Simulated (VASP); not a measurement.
# CdS (P3m1) in VASP: notebook, part 3 of 3

VASP 6.6.1.

## 7. Single point, LDA

This run uses another cell than the first one, of 42.94 Å³/atom, 0.887 times its volume.

INCAR

```
PREC = Accurate
ENCUT = 540
EDIFF = 1E-6
ISMEAR = 0
SIGMA = 0.02
LREAL = False
LASPH = True
NELM = 120
ALGO = Normal
ISIF = 2
LWAVE = False
LCHARG = False
NBANDS = 20
GGA_COMPAT = False
```

KPOINTS

```
regular mesh
0
Gamma
  6 6 4
```

POSCAR

```
CdS
1.0
    4.1333349000      0.0000000000      0.0000000000
   -2.0666674500      3.5795725700      0.0000000000
    0.0000000000      0.0000000000      5.8041730000
Cd S
1 1
Direct
    0.0000000000      0.0000000000      0.4426920000
    0.6666666667      0.3333333333      0.4343080000
```

Started as:

```sh
> cat potpaw_LDA.64/Cd_sv_GW/POTCAR potpaw_LDA.64/S/POTCAR > POTCAR
> mpirun -np 1 vasp_std > vasp.out
```

It took 23 s on 1 thread of Intel Xeon Platinum 8559C (Emerald Rapids), shared host; peak memory 0.21 GiB.

The run converged. Its results:

| Property | Result |
| --- | --- |
| Free energy | -6.6869 eV |
| Pressure | -0.4 GPa |
| Largest force | 0.003 eV/Å |
| Band gap on the k mesh | 1.45 eV, indirect (the least direct gap lies 3.8 meV higher) |

Forces in eV/Å, atoms in the order of the input:
```
Cd   0.000  0.000 -0.003
S    0.000  0.000  0.003
```

Stress tensor (GPa, compression positive):
```
-0.22  0.00  0.00
 0.00 -0.22  0.00
 0.00  0.00 -0.69
```

Levels at points of the mesh, in eV from the valence-band top:
| k point | band 10 | band 11 | band 12 | band 13 | band 14 | band 15 | band 16 | band 17 |
| --- | --- | --- | --- | --- | --- | --- | --- | --- |
| (0.00, 0.00, 0.00) | -7.06 | -1.48 | 0.00 | 0.00 | 1.45 | 5.29 | 6.83 | 6.83 |
| (0.50, 0.00, 0.00) | -6.93 | -4.06 | -1.58 | -0.38 | 3.66 | 4.81 | 6.66 | 7.20 |
| (0.00, 0.00, 0.50) | -7.05 | -1.70 | 0.00 | 0.00 | 1.77 | 4.84 | 6.87 | 6.87 |
| (0.50, 0.00, 0.50) | -6.92 | -4.03 | -1.57 | -0.48 | 3.82 | 3.96 | 7.57 | 8.05 |

A k mesh can miss the band edges. A hybrid or GW would open this gap; LDA tends to underestimate it.

## 8. Overview

| potentials or basis | cell | cutoff (eV) | second run | gap on the mesh (eV) | pressure (GPa) | largest force (eV/Å) |
| --- | --- | --- | --- | --- | --- | --- |
| VASP PAW LDA potentials, release 64 (Cd, S) | a = 4.389, b = 4.389, c = 5.804 Å, angles 90.0, 90.0, 120.0°, 2 atoms | 520 | - | 0.90 | -4.1 | 0.04 |
| VASP PAW LDA potentials, release 64 (Cd_sv_GW, S) | a = 4.261, b = 4.261, c = 5.804 Å, angles 90.0, 90.0, 120.0°, 2 atoms | 540 | valence_matched | 1.27 | -3.0 | 0.03 |
| VASP PAW LDA potentials, release 64 (Cd_sv_GW, S) | a = 4.219, b = 4.219, c = 5.804 Å, angles 90.0, 90.0, 120.0°, 2 atoms | 540 | valence_matched | 1.34 | -2.2 | 0.02 |
| VASP PAW LDA potentials, release 64 (Cd_sv_GW, S) | a = 4.346, b = 4.346, c = 5.804 Å, angles 90.0, 90.0, 120.0°, 2 atoms | 540 | valence_matched | 1.02 | -4.2 | 0.04 |
| VASP PAW LDA potentials, release 64 (Cd_sv_GW, S) | a = 4.304, b = 4.304, c = 5.804 Å, angles 90.0, 90.0, 120.0°, 2 atoms | 540 | valence_matched | 1.14 | -3.7 | 0.03 |
| VASP PAW LDA potentials, release 64 (Cd_sv_GW, S) | a = 4.133, b = 4.133, c = 5.804 Å, angles 90.0, 90.0, 120.0°, 2 atoms | 540 | valence_matched | 1.45 | -0.4 | - |

Alike in all rows: task single point; level LDA; no spin polarisation; k mesh 6 × 6 × 4; smearing gaussian 0.02 eV.

Total energies depend on the potentials used, so only differences within one code and one set of settings carry meaning.
